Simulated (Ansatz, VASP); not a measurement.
Zr2O in VASP and in Ansatz

File INCAR:

```
SYSTEM = Zr2O
PREC = Accurate ; ENCUT = 520
EDIFF = 1E-6 ; ISMEAR = 0
SIGMA = 0.15 ; LREAL = .False.
LASPH = .True. ; NELM = 100
ALGO = Normal ; ISIF = 2
LWAVE = .False. ; LCHARG = .False.
GGA = PS ; NBANDS = 39
```

File KPOINTS:

```
regular mesh
0
Gamma
  12 12 12
  0 0 0
```

The input POSCAR:

```
Zr2O
1.0
    4.9355781721      0.0000000000      0.0000000000
    0.0000000000      4.9355781721      0.0000000000
    0.0000000000      0.0000000000      4.5407319183
Zr O
4 2
Direct
    0.2500000000      0.2500000000      0.7500000000
    0.7500000000      0.2500000000      0.2500000000
    0.2500000000      0.7500000000      0.2500000000
    0.7500000000      0.7500000000      0.7500000000
    0.0000000000      0.0000000000      0.0000000000
    0.5000000000      0.5000000000      0.5000000000
```

Input for Ansatz:

```yaml
crystal:
  lattice:
    - [4.9355781721, 0.0, 0.0]
    - [0.0, 4.9355781721, 0.0]
    - [0.0, 0.0, 4.5407319183]
  atoms:
    - { symbol: Zr, position: [0.25, 0.25, 0.75] }
    - { symbol: Zr, position: [0.75, 0.25, 0.25] }
    - { symbol: Zr, position: [0.25, 0.75, 0.25] }
    - { symbol: Zr, position: [0.75, 0.75, 0.75] }
    - { symbol: O, position: [0.0, 0.0, 0.0] }
    - { symbol: O, position: [0.5, 0.5, 0.5] }
basis:
  ecutwfc: 420
kpoints:
  mp_grid: { grid: [12, 12, 12] }
hamiltonian:
  xc: pbesol
scf:
  occupations: { method: gaussian, width: 0.15 }
output:
  forces: true
  stress: true
  eigenvalues: true
  write_density: true
  write_potential: true
  elf: true
  volumetric_format: npy
```

Alike in both runs: task single point; functional PBEsol; k mesh 12 × 12 × 12; occupations gaussian, width 0.15 eV; no spin polarisation.

|  | VASP | Ansatz |
| --- | --- | --- |
| version | VASP 6.6.1 | Ansatz 0.2.0 |
| potentials or method | VASP PAW PBE potentials, release 64 (Zr_sv, O), cutoff 520 eV | scalar-relativistic, plane waves, PAW |
| valence electrons in the cell | 60 | 60 |

|  | VASP | Ansatz | Ansatz less VASP |
| --- | --- | --- | --- |
| gap on the k mesh at the Fermi level (eV) | none | none | - |
| pressure (GPa) | -0.2 | -0.4 | -0.24 |
| traceless stress, the component that is largest in VASP (GPa) | 2.41 | 2.44 | +0.032 |

VASP's potentials were made for PBE, not for PBEsol. A gap of «none» marks a metal or a gap that the smearing closes.
